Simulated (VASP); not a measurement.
# Rh: relaxation of volume and atoms at fixed shape with LDA

The system is Rh.

```
Rh
1.0
     0.00000    1.89785    1.89785
     1.89785    0.00000    1.89785
     1.89785    1.89785    0.00000
Rh
1
Direct
  0.00000 0.00000 0.00000
```

```
Program                : VASP 6.6.1
Task                   : relaxation of volume and atoms at fixed shape
Functional             : LDA
Potentials or basis    : VASP PAW LDA potentials, release 64 (Rh_pv)
Cutoff                 : 600 eV
k mesh                 : 21 × 21 × 21
Occupations            : methfessel-paxton, width 0.05 eV
Spin                   : no spin polarisation
Dipole correction      : no
Further INCAR settings : ALGO = Normal; EDIFF = 1e-06; IBRION = 2; EDIFFG = -0.01; NSW = 80; ISIF = 8
```

```
Relaxed volume                        : 13.25 Å³/atom
Relaxed cell                          : a = 2.656 Å, b = 2.656 Å, c = 2.656 Å, α = 60.00°, β = 60.00°, γ = 60.00°
Space group after relaxing (to 0.1 Å) : Fm-3m (No. 225)
Energy gained by relaxing             : 12.3 meV/atom
Ionic steps                           : 4
Pressure after relaxing               : -0.1 GPa
Band gap on the k mesh                : zero (an odd number of electrons rules out a gap without spin polarisation)
```

Step by step:
| step | energy change (eV) | largest force (eV/Å) | pressure (GPa) | volume (Å³) |
| --- | --- | --- | --- | --- |
| 1 | 0.0000 | 0.0000 | -9.15 | 13.67 |
| 2 | 0.0892 | 0.0000 | 33.15 | 12.18 |
| 3 | -0.0123 | 0.0000 | -0.38 | 13.27 |
| 4 | -0.0123 | 0.0000 | -0.05 | 13.25 |

Final structure:
```yaml
crystal:
  lattice:
    - [0.00000, 1.87823, 1.87823]
    - [1.87823, 0.00000, 1.87823]
    - [1.87823, 1.87823, 0.00000]
  atoms:
    - { symbol: Rh, position: [0.00000, 0.00000, 0.00000] }
```

Levels at points of the mesh, in eV from the Fermi level:
```
           k point  band 4  band 5  band 6  band 7  band 8  band 9  band 10  band 11
(0.00, 0.00, 0.00)   -8.30   -3.29   -3.29   -3.29   -1.04   -1.04    15.91    20.24
```

Run time: 52 s on 1 thread of Intel(R) Xeon(R) Platinum 8488C (Sapphire Rapids), on a shared host, peak memory 0.18 GiB.

LDA usually gives volumes a few per cent too small. Zero-point motion and thermal expansion aren't in these numbers.
